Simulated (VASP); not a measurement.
Set up this calculation in VASP 6.6.1, as the native input.

```
Task                   : single point
Functional             : PBE
Potentials or basis    : VASP PAW PBE potentials, release 64 (Bi_d)
Cutoff                 : 520 eV
k mesh                 : 14 × 14 × 14
Occupations            : fermi-dirac, width 0.08 eV
Spin                   : no spin polarisation
Dipole correction      : no
Further INCAR settings : ALGO = Normal; EDIFF = 1e-06; NBANDS = 14
```

The structure of Bi lies in POSCAR:

```
Bi
1.0
    0.0000000000      2.4353607931      2.4353607931
    2.4353607931      0.0000000000      2.4353607931
    2.4353607931      2.4353607931      0.0000000000
Bi
1
Direct
    0.0000000000      0.0000000000      0.0000000000
```

The input as run:

INCAR

```
SYSTEM = Bi
  PREC = Accurate
  ENCUT = 520
  EDIFF = 1E-6
  ISMEAR = -1
  SIGMA = 0.08
  LREAL = .False.
  LASPH = .True.
  NELM = 60
  ALGO = Normal
  ISIF = 2
  LWAVE = .False.
  LCHARG = .False.
  GGA = PE
  NBANDS = 14
```

KPOINTS

```
regular mesh
0
Gamma
  14 14 14
  0 0 0
```

Potentials or basis: VASP PAW PBE potentials, release 64 (Bi_d).

Run with:

```bash
$ cat potpaw_PBE.64/Bi_d/POTCAR > POTCAR
$ mpirun -np 1 vasp_std > vasp.out
```

It gave:

The pressure is 6.2 GPa.

Wall time 38 s on 1 thread of AMD EPYC 9R14 (Zen 4), on a shared host, peak memory 0.14 GiB.
